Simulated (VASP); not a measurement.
# Ge in VASP: single point with PBE

Aim: the single point of Ge with PBE.

Everything below comes from runs of VASP 6.6.1. Logs are shortened: lines on timing, memory, paths and dates and some standing lists are left out, and cuts for length are marked.

**1. The cell of the first run**

The cell holds a slab with vacuum, 2 atoms: a = 4.181 Å, b = 4.181 Å, c = 28.000 Å, α = 90.00°, β = 90.00°, γ = 120.00°.

**2. Single point, PBE**

Contents of INCAR:

```
PREC = Accurate
ENCUT = 520
EDIFF = 1E-6
ISMEAR = 0
SIGMA = 0.1
LREAL = F
LASPH = T
NELM = 100
ALGO = Normal
ISIF = 2
LWAVE = F
LCHARG = F
LDIPOL = T
IDIPOL = 3
DIPOL = 0.5 0.5 0.500
GGA = PE
NBANDS = 21
```

Contents of KPOINTS:

```
Automatic mesh
0
Gamma
  12 12 1
```

Contents of POSCAR:

```
Ge
1.0
    4.1810000000      0.0000000000      0.0000000000
   -2.0905000000      3.6208522132      0.0000000000
    0.0000000000      0.0000000000     28.0000000000
Ge
2
Direct
    0.3333333333      0.6666666667      0.5000000000
    0.6666666667      0.3333333333      0.5000000000
```

Potentials or basis: VASP PAW PBE potentials, release 64 (Ge_d).

Command:

```sh
> cat potpaw_PBE.64/Ge_d/POTCAR > POTCAR
> mpirun -np 1 vasp_std > vasp.out
```

OUTCAR:

```text
PREC = Accurate
   ENCUT = 520
   EDIFF = 1E-6
   ISMEAR = 0
   LREAL = F
   LASPH = T
   NELM = 100
   ISIF = 2
   GGA = PE

 ion  position               nearest neighbor table
   1  0.333  0.667  0.500-   2 2.41   2 2.41   2 2.41
   2  0.667  0.333  0.500-   1 2.41   1 2.41   1 2.41

  LATTYP: Found a hexagonal cell.
 ALAT       =     4.1810000000
 C/A-ratio  =     6.6969624492

  Lattice vectors:

 A1 = (   4.1810000000,   0.0000000000,   0.0000000000)
 A2 = (  -2.0905000000,   3.6208522132,   0.0000000000)
 A3 = (   0.0000000000,   0.0000000000,  28.0000000000)

Analysis of symmetry for initial positions (statically):
=====================================================================
 Subroutine PRICEL returns:
 Original cell was already a primitive cell.

 Routine SETGRP: Setting up the symmetry group for a
 hexagonal supercell.

 Subroutine GETGRP returns: Found 24 space group operations
 (whereof 24 operations were pure point group operations)
 out of a pool of 24 trial point group operations.

The static configuration has the point symmetry D_6h.

Analysis of symmetry for dynamics (positions and initial velocities):
=====================================================================
 Subroutine PRICEL returns:
 Original cell was already a primitive cell.

 Routine SETGRP: Setting up the symmetry group for a
 hexagonal supercell.

 Subroutine GETGRP returns: Found 24 space group operations
 (whereof 24 operations were pure point group operations)
 out of a pool of 24 trial point group operations.

The dynamic configuration has the point symmetry D_6h.

 Subroutine INISYM returns: Found 24 space group operations
 (whereof 24 operations are pure point group operations),
 and found     1 'primitive' translations

----------------------------------------------------------------------------------------

                                     Primitive cell

  volume of cell :     423.8859

  direct lattice vectors                    reciprocal lattice vectors
     4.181000000  0.000000000  0.000000000     0.239177230  0.138089038  0.000000000
    -2.090500000  3.620852213  0.000000000     0.000000000  0.276178077  0.000000000
     0.000000000  0.000000000 28.000000000     0.000000000  0.000000000  0.035714286

  length of vectors
     4.181000000  4.181000000 28.000000000     0.276178077  0.276178077  0.035714286

  position of ions in fractional coordinates (direct lattice)
     0.333333333  0.666666667  0.500000000
     0.666666667  0.333333333  0.500000000

  ion indices of the primitive-cell ions
   primitive index   ion index
                 1           1
                 2           2

----------------------------------------------------------------------------------------

 KPOINTS: Automatic mesh

Automatic generation of k-mesh.
 Grid dimensions read from file:
 generate k-points for:   12   12    1

 Generating k-lattice:

  Cartesian coordinates                     Fractional coordinates (reciprocal lattice)
     0.019931436  0.011507420  0.000000000     0.083333333  0.000000000  0.000000000
     0.000000000  0.023014840  0.000000000     0.000000000  0.083333333  0.000000000
     0.000000000  0.000000000  0.035714286     0.000000000  0.000000000  1.000000000

  Length of vectors
     0.023014840  0.023014840  0.035714286

  Shift w.r.t. Gamma in fractional coordinates (k-lattice)
     0.000000000  0.000000000  0.000000000

 Subroutine IBZKPT returns following result:
 ===========================================

 Found     19 irreducible k-points:

 Following reciprocal coordinates:
            Coordinates               Weight
  0.000000  0.000000  0.000000      1.000000
  0.083333  0.000000  0.000000      6.000000
  0.166667  0.000000  0.000000      6.000000
  0.250000 -0.000000  0.000000      6.000000
  0.333333 -0.000000  0.000000      6.000000
  0.416667 -0.000000  0.000000      6.000000
[... 11 lines left out ...]
  0.333333  0.250000  0.000000     12.000000
  0.333333  0.333333  0.000000      2.000000
   k-points           NKPTS =     19   k-points in BZ     NKDIM =     19   number of bands    NBANDS=     21
   number of dos      NEDOS =    301   number of ions     NIONS =      2
   total plane-waves  NPLWV = 215040
   dimension x,y,z NGX =    32 NGY =   32 NGZ =  210
   dimension x,y,z NGXF=    64 NGYF=   64 NGZF=  420
   ions per type =               2
   NGX,Y,Z   is equivalent  to a cutoff of  12.72, 12.72, 12.47 a.u.
   NGXF,Y,Z  is equivalent  to a cutoff of  25.45, 25.45, 24.94 a.u.
 SYSTEM =  unknown system
   PREC   = accura    normal or accurate (medium, high low for compatibility)
   ISTART =      0    job   : 0-new  1-cont  2-samecut
   ICHARG =      2    charge: 1-file 2-atom 10-const
   ISPIN  =      1    spin polarized calculation?
   LNONCOLLINEAR =      F non collinear calculations
   LSORBIT =      F    spin-orbit coupling
   LASPH  =      T    aspherical Exc in radial PAW
   ENCUT  =  520.0 eV  38.22 Ry    6.18 a.u.   7.77  7.77 52.06*2*pi/ulx,y,z
   NELM   =    100;   NELMIN=  2; NELMDL= -5     # of ELM steps
   EDIFF  = 0.1E-05   stopping-criterion for ELM
   LREAL  =      F    real-space projection
   EDIFFG = 0.1E-04   stopping-criterion for IOM
   NSW    =      0    number of steps for IOM
   IBRION =     -1    ionic relax: 0-MD 1-quasi-New 2-CG
   NFREE  =      0    steps in history (QN), initial steepest desc. (CG)
   ISIF   =      2    stress and relaxation
   ISYM   =      2    0-nonsym 1-usesym 2-fastsym
   POTIM  = 0.5000    time-step for ionic-motion
   TEBEG  =    0.0;   TEEND  =   0.0 temperature during run
   PSTRESS=    0.0 pullay stress
   NELECT =      28.0000    total number of electrons
   NUPDOWN=      -1.0000    fix difference up-down
   EMIN   =  10.00;   EMAX   =-10.00  energy-range for DOS
   EFERMI =   0.00;   METHOD = LEGACY
   ISMEAR =     0;   SIGMA  =   0.10  broadening in eV -4-tet -1-fermi 0-gaus
   EFERMI_NEDOS =   21; number of points for ismear=-14 and -15
   IALGO  =     38    algorithm
   IMIX   =      4    mixing-type and parameters
     AMIX     =   0.40;   BMIX     =  1.00
     AMIX_MAG =   1.60;   BMIX_MAG =  1.00
  volume/ion in A,a.u.               =     211.94      1430.26
  Fermi-wavevector in a.u.,A,eV,Ry     =   0.661776  1.250576  5.958642  0.437948
  Thomas-Fermi vector in A             =   1.734641
   LORBIT       =      0    0 simple, 1 ext, 2 COOP (PROOUT), +10 PAW based schemes
   GGA     = PE    functional components
   LHFCALC =     F    Hartree Fock is set to
   AEXX    =    0.0000 exact exchange contribution
   IVDW    =     0    specifies the selected vdW correction
   LEPSILON=     F    determine dielectric tensor
   LRPA    =     F    only Hartree local field effects (RPA)
 non-spin polarized calculation
 Gauss-broadening in eV      SIGMA  =   0.10
  energy-cutoff  :      520.00
  volume of cell :      423.89
 maximum number of plane-waves:     11443
 NGX is ok and might be reduce to    32
   NGX = 15   NGY = 15   NGZ =105

 number of electron      27.9999988 magnetization

 dipolmoment           0.000000      0.000000     -0.000000 electrons x Angstroem

 Free energy of the ion-electron system (eV)
  ---------------------------------------------------
  ext. energy  EPLUGINS =         0.00000000
  ---------------------------------------------------
  free energy    TOTEN  =        -7.80666764 eV

  energy without entropy =       -7.80115781  energy(sigma->0) =       -7.80391272

 E-fermi :  -3.8001     XC(G=0):  -1.5786

 val. band max:       -3.8243319217   @ k =   0.3333   0.2500   0.0000
 cond. band min:      -3.3053203162   @ k =   0.3333   0.3333   0.0000
 fundamental gap:      0.5190116055
 Fermi energy:        -3.8000968822

 k-point     1 :       0.0000    0.0000    0.0000
  band No.  band energies     occupation
      1     -28.5855      2.00000
      2     -28.5559      2.00000
      3     -28.5559      2.00000
      4     -28.5167      2.00000
      5     -28.5167      2.00000
      6     -28.4134      2.00000
[... 13 lines left out ...]
     20       1.0727      0.00000
     21       1.5020      0.00000

 k-point     2 :       0.0833    0.0000    0.0000
  band No.  band energies     occupation
      1     -28.5871      2.00000
      2     -28.5659      2.00000
      3     -28.5631      2.00000
      4     -28.5176      2.00000
      5     -28.5151      2.00000
      6     -28.4049      2.00000
[... 13 lines left out ...]
     20       1.1526      0.00000
     21       1.3733      0.00000

 k-point     3 :       0.1667    0.0000    0.0000
  band No.  band energies     occupation
      1     -28.5982      2.00000
      2     -28.5882      2.00000
      3     -28.5714      2.00000
      4     -28.5200      2.00000
      5     -28.5108      2.00000
      6     -28.3922      2.00000
[... 13 lines left out ...]
     20       1.1000      0.00000
     21       1.3919      0.00000

 k-point     4 :       0.2500   -0.0000    0.0000
  band No.  band energies     occupation
      1     -28.6192      2.00000
      2     -28.6120      2.00000
      3     -28.5712      2.00000
      4     -28.5231      2.00000
      5     -28.5042      2.00000
      6     -28.3997      2.00000
[... 13 lines left out ...]
     20       1.7543      0.00000
     21       1.7902      0.00000

 k-point     5 :       0.3333   -0.0000    0.0000
  band No.  band energies     occupation
      1     -28.6385      2.00000
      2     -28.6317      2.00000
      3     -28.5686      2.00000
      4     -28.5261      2.00000
      5     -28.4965      2.00000
      6     -28.4083      2.00000
[... 13 lines left out ...]
     20       2.3484      0.00000
     21       2.7421      0.00000
[... 262 lines left out ...]
     20       3.2015      0.00000
     21       3.8328      0.00000

 k-point    17 :       0.2500    0.2500    0.0000
  band No.  band energies     occupation
      1     -28.6842      2.00000
      2     -28.6032      2.00000
      3     -28.5789      2.00000
      4     -28.5327      2.00000
      5     -28.4776      2.00000
      6     -28.4274      2.00000
[... 13 lines left out ...]
     20       3.0828      0.00000
     21       3.2209      0.00000

 k-point    18 :       0.3333    0.2500    0.0000
  band No.  band energies     occupation
      1     -28.6939      2.00000
      2     -28.6011      2.00000
      3     -28.5806      2.00000
      4     -28.5347      2.00000
      5     -28.4670      2.00000
      6     -28.4382      2.00000
[... 13 lines left out ...]
     20       3.5589      0.00000
     21       3.8004      0.00000

 k-point    19 :       0.3333    0.3333    0.0000
  band No.  band energies     occupation
      1     -28.6986      2.00000
      2     -28.5899      2.00000
      3     -28.5899      2.00000
      4     -28.5357      2.00000
      5     -28.4526      2.00000
      6     -28.4526      2.00000
[... 13 lines left out ...]
     20       3.4251      0.00000
     21       3.4251      0.00000

------------------------ aborting loop because EDIFF is reached ----------------------------------------

 vacuum level on the upper side and lower side of the slab       (xc-potential included)        -0.007        -0.007

  FORCE on cell =-STRESS in cart. coord.  units (eV):
  Direction    XX          YY          ZZ          XY          YZ          ZX
  --------------------------------------------------------------------------------------
  -------------------------------------------------------------------------------------
  Total       -0.8810385     -0.8810385     -0.0152434      0.0000000      0.0000000     -0.0000000
  in kB       -3.3300939     -3.3300939     -0.0576162      0.0000000      0.0000000     -0.0000000
  external PRESSURE =      -2.2392680 kB  Pullay stress =       0.0000000 kB

 VOLUME and BASIS-vectors are now :
 -----------------------------------------------------------------------------
  energy-cutoff  :      520.00
  volume of cell :      423.89
      direct lattice vectors                 reciprocal lattice vectors
     4.181000000  0.000000000  0.000000000     0.239177230  0.138089038  0.000000000
    -2.090500000  3.620852213  0.000000000     0.000000000  0.276178077  0.000000000
     0.000000000  0.000000000 28.000000000     0.000000000  0.000000000  0.035714286

 POSITION                                       TOTAL-FORCE (eV/Angst)
 -----------------------------------------------------------------------------------
     -0.00000      2.41390     14.00000        -0.000000      0.000000     -0.000000
      2.09050      1.20695     14.00000         0.000000     -0.000000      0.000000
 -----------------------------------------------------------------------------------
    total drift:                                0.000000      0.000000     -0.000000

  FREE ENERGIE OF THE ION-ELECTRON SYSTEM (eV)
  ---------------------------------------------------
  free  energy   TOTEN  =        -7.8066676402 eV

  energy  without entropy=       -7.8011578069  energy(sigma->0) =       -7.80391272

 vacuum level on the upper side and lower side of the slab         1.035         1.035
```

Wall time 3.8 min (1 thread of AMD EPYC 7R13 (Zen 3), shared host); peak memory 0.48 GiB.

What came out:

```yaml
Free_energy: -7.8067 eV
Band_gap_on_the_k_mesh: zero (bands 14 and 15 overlap by 1.75 eV)
```

The gap in the log of VASP goes by the Fermi energy; the results here count the filled bands.